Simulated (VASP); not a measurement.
# Mg2NCl (R-3m) in VASP: a series of runs, part 3 of 3

VASP 6.6.1. Earlier steps stand in the parts before.

## Step 4: Single point, PBEsol

INCAR

```
PREC = Accurate ; ENCUT = 520
EDIFF = 1E-6 ; ISMEAR = 1
SIGMA = 0.336 ; LREAL = F
LASPH = T ; NELM = 80
ALGO = Normal ; ISIF = 2
LWAVE = F ; LCHARG = F
GGA = PS ; NBANDS = 16
```

KPOINTS

```
regular mesh
0
Gamma
  6 6 6
```

POSCAR

```
Mg2NCl
1.0
    1.6466125277      0.9506721861      5.9379615109
   -1.6466125277      0.9506721861      5.9379615109
    0.0000000000     -1.9013443722      5.9379615109
Mg N Cl
2 1 1
Direct
    0.2229104120      0.2229104120      0.2229104120
    0.7770895880      0.7770895880      0.7770895880
    0.5000000000      0.5000000000      0.5000000000
    0.0000000000      0.0000000000      0.0000000000
```

Potentials or basis: VASP PAW PBE potentials, release 64 (Mg, N, Cl).

The run is started by

```sh
cat potpaw_PBE.64/Mg/POTCAR potpaw_PBE.64/N/POTCAR potpaw_PBE.64/Cl/POTCAR > POTCAR
mpirun -np 1 vasp_std > vasp.out
```

OUTCAR:

```text
PREC = Accurate
   ENCUT = 520
   EDIFF = 1E-6
   ISMEAR = 1
   LREAL = F
   LASPH = T
   NELM = 80
   ISIF = 2
   GGA = PS

 ion  position               nearest neighbor table
   1  0.223  0.223  0.223-   3 2.15   3 2.15   3 2.15   4 2.74   4 2.74   4 2.74   2 2.76   2 2.76
                             2 2.76
   2  0.777  0.777  0.777-   3 2.15   3 2.15   3 2.15   4 2.74   4 2.74   4 2.74   1 2.76   1 2.76
                             1 2.76
   3  0.500  0.500  0.500-   1 2.15   2 2.15   1 2.15   1 2.15   2 2.15   2 2.15
   4  0.000  0.000  0.000-   2 2.74   1 2.74   2 2.74   2 2.74   1 2.74   1 2.74

  LATTYP: Found a trigonal (rhomboedric) cell.
 ALAT       =     6.2349416458
 COS(alpha) =     0.8605084051

  Lattice vectors:

 A1 = (   1.6466125277,   0.9506721861,   5.9379615109)
 A2 = (  -1.6466125277,   0.9506721861,   5.9379615109)
 A3 = (   0.0000000000,  -1.9013443722,   5.9379615109)

Analysis of symmetry for initial positions (statically):
=====================================================================
 Subroutine PRICEL returns:
 Original cell was already a primitive cell.

 Routine SETGRP: Setting up the symmetry group for a
 trigonal (rhombohedral) supercell.

 Subroutine GETGRP returns: Found 12 space group operations
 (whereof 12 operations were pure point group operations)
 out of a pool of 12 trial point group operations.

The static configuration has the point symmetry D_3d.

Analysis of symmetry for dynamics (positions and initial velocities):
=====================================================================
 Subroutine PRICEL returns:
 Original cell was already a primitive cell.

 Routine SETGRP: Setting up the symmetry group for a
 trigonal (rhombohedral) supercell.

 Subroutine GETGRP returns: Found 12 space group operations
 (whereof 12 operations were pure point group operations)
[... 125 lines left out ...]
     AMIX     =   0.40;   BMIX     =  1.00
     AMIX_MAG =   1.60;   BMIX_MAG =  1.00
  volume/ion in A,a.u.               =      13.94        94.09
  Fermi-wavevector in a.u.,A,eV,Ry     =   1.079720  2.040375 15.861613  1.165796
  Thomas-Fermi vector in A             =   2.215693
   LORBIT       =      0    0 simple, 1 ext, 2 COOP (PROOUT), +10 PAW based schemes
   GGA     = PS    functional components
   LHFCALC =     F    Hartree Fock is set to
   AEXX    =    0.0000 exact exchange contribution
   IVDW    =     0    specifies the selected vdW correction
   LEPSILON=     F    determine dielectric tensor
   LRPA    =     F    only Hartree local field effects (RPA)
 non-spin polarized calculation
 Methfessel and Paxton  Order N= 1 SIGMA  =   0.34
  energy-cutoff  :      520.00
  volume of cell :       55.77
 maximum number of plane-waves:      1520
 NGX is ok and might be reduce to    48
   NGX = 23   NGY = 23   NGZ = 23

 number of electron      15.9999999 magnetization

 Free energy of the ion-electron system (eV)
  ---------------------------------------------------
  ext. energy  EPLUGINS =         0.00000000
  ---------------------------------------------------
  free energy    TOTEN  =       -18.94800747 eV

  energy without entropy =      -18.95417358  energy(sigma->0) =      -18.95006284

 E-fermi :   4.3279     XC(G=0): -10.2226

 val. band max:        4.1636563314   @ k =   0.0000   0.0000   0.0000
 cond. band min:       6.5007154580   @ k =   0.0000   0.0000   0.0000
 fundamental gap:      2.3370591266
 Fermi energy:         4.3278849576

 k-point     1 :       0.0000    0.0000    0.0000
  band No.  band energies     occupation
      1     -12.4543      2.00000
      2      -8.5987      2.00000
      3      -2.2768      2.00000
      4       1.8062      2.00000
      5       1.8062      2.00000
      6       3.1618      2.00001
[... 433 lines left out ...]
      3      -1.7870      2.00000
      4      -0.9411      2.00000
      5       0.1970      2.00000
      6       1.3650      2.00000
[... 8 lines left out ...]
     15      14.9148      0.00000
     16      16.9619      0.00000

 [... further k-points ...]

------------------------ aborting loop because EDIFF is reached ----------------------------------------

  FORCE on cell =-STRESS in cart. coord.  units (eV):
  Direction    XX          YY          ZZ          XY          YZ          ZX
  --------------------------------------------------------------------------------------
  -------------------------------------------------------------------------------------
  Total       -0.2201688     -0.2201688     -0.1350210      0.0000000      0.0000000      0.0000000
  in kB       -6.3249275     -6.3249275     -3.8788330      0.0000000      0.0000000      0.0000000
  external PRESSURE =      -5.5095627 kB  Pullay stress =       0.0000000 kB

 VOLUME and BASIS-vectors are now :
 -----------------------------------------------------------------------------
  energy-cutoff  :      520.00
  volume of cell :       55.77
      direct lattice vectors                 reciprocal lattice vectors
     1.646612528  0.950672186  5.937961511     0.303653708  0.175314550  0.056135988
    -1.646612528  0.950672186  5.937961511    -0.303653708  0.175314550  0.056135988
     0.000000000 -1.901344372  5.937961511     0.000000000 -0.350629100  0.056135988

 POSITION                                       TOTAL-FORCE (eV/Angst)
 -----------------------------------------------------------------------------------
      0.00000      0.00000      3.97090         0.000000      0.000000      0.028514
      0.00000      0.00000     13.84298         0.000000     -0.000000     -0.028514
      0.00000      0.00000      8.90694         0.000000     -0.000000      0.000000
      0.00000      0.00000      0.00000         0.000000     -0.000000      0.000000
 -----------------------------------------------------------------------------------
    total drift:                                0.000000      0.000000     -0.000000

  FREE ENERGIE OF THE ION-ELECTRON SYSTEM (eV)
  ---------------------------------------------------
  free  energy   TOTEN  =       -18.9480074671 eV

  energy  without entropy=      -18.9541735798  energy(sigma->0) =      -18.95006284
```

OSZICAR:

```text
N       E                     dE             d eps       ncg     rms          rms(c)
DAV:   1     0.521624880409E+02    0.52162E+02   -0.65485E+03  1024   0.842E+02
DAV:   2    -0.180332064831E+02   -0.70196E+02   -0.63192E+02  1448   0.160E+02
DAV:   3    -0.224622655285E+02   -0.44291E+01   -0.44081E+01  1312   0.416E+01
DAV:   4    -0.224894031783E+02   -0.27138E-01   -0.27134E-01  1248   0.384E+00
DAV:   5    -0.224896594285E+02   -0.25625E-03   -0.25623E-03  1384   0.371E-01    0.925E+00
DAV:   6    -0.191221135481E+02    0.33675E+01   -0.69018E+00  1360   0.212E+01    0.386E+00
DAV:   7    -0.190798503067E+02    0.42263E-01   -0.10433E+00  1208   0.572E+00    0.295E+00
DAV:   8    -0.189855838224E+02    0.94266E-01   -0.52715E-01  1424   0.459E+00    0.166E+00
DAV:   9    -0.189480393394E+02    0.37544E-01   -0.14027E-01  1288   0.218E+00    0.414E-01
DAV:  10    -0.189484923588E+02   -0.45302E-03   -0.75887E-03  1232   0.566E-01    0.185E-01
DAV:  11    -0.189480169410E+02    0.47542E-03   -0.73721E-04  1424   0.240E-01    0.589E-02
DAV:  12    -0.189480152011E+02    0.17399E-05   -0.70401E-05  1144   0.581E-02    0.238E-02
DAV:  13    -0.189480075898E+02    0.76113E-05   -0.27062E-05  1344   0.299E-02    0.418E-03
DAV:  14    -0.189480074671E+02    0.12271E-06   -0.16266E-06  1104   0.914E-03
   1 F= -.18948007E+02 E0= -.18950063E+02  d E =0.616611E-02
```

stdout:

```text
POSCAR found type information on POSCAR MgN Cl
 POSCAR found :  3 types and       4 ions
 scaLAPACK will be used
 -----------------------------------------------------------------------------
|                                                                             |
|                                                                             |
|     You enforced a specific xc type in the INCAR file but a different       |
|     I HOPE YOU KNOW WHAT YOU ARE DOING!                                     |
|                                                                             |
 -----------------------------------------------------------------------------

 LDA part: xc-table for (Slater+PW92), standard interpolation
 POSCAR, INCAR and KPOINTS ok, starting setup
 FFT: planning ... GRIDC
 FFT: planning ... GRID_SOFT
 FFT: planning ... GRID
 WAVECAR not read
 entering main loop
```

Run time: 1.7 min. Hardware: 1 thread of AMD EPYC 7R43 (Zen 3), shared host; peak memory 0.28 GiB.

What came out:

- Free energy: -18.9480 eV
- Pressure: -0.6 GPa
- Largest force: 0.029 eV/Å
- Band gap on the k mesh: 2.34 eV

Forces in eV/Å, atoms in the order of the input:
```
Mg   0.000  0.000  0.029
Mg   0.000  0.000 -0.029
N    0.000  0.000  0.000
Cl   0.000  0.000  0.000
```

Caveat: the PAW data sets were made with another functional, which shifts forces and pressure a little.

## Step 5: Summary

| level | smearing | gap on the mesh (eV) | pressure (GPa) | largest force (eV/Å) |
| --- | --- | --- | --- | --- |
| PBEsol+D3(BJ) | gaussian 0.01 eV | 2.34 | -3.5 | 0.03 |
| PBEsol+D4 | gaussian 0.01 eV | 2.34 | -1.8 | 0.01 |
| PBEsol | methfessel-paxton 0.336 eV | 2.34 | -0.6 | 0.03 |

Alike in all rows: task single point; potentials or basis VASP PAW PBE potentials, release 64 (Mg, N, Cl); no spin polarisation; cell as given; k mesh 6 × 6 × 6; cutoff (eV) 520.

On the cell as given the gap runs from 2.34 eV (PBEsol+D3(BJ)) to 2.34 eV (PBEsol). The pressure there spans -3.5 GPa (PBEsol+D3(BJ)) to -0.6 GPa (PBEsol); a positive pressure means that this level wants a larger cell, a negative one a smaller.

Caveats: the PAW data sets were made with another functional, which shifts forces and pressure a little; the cell stands under tension (at least some runs).

Total energies depend on the potentials used, so only differences within one code and one set of settings carry meaning.
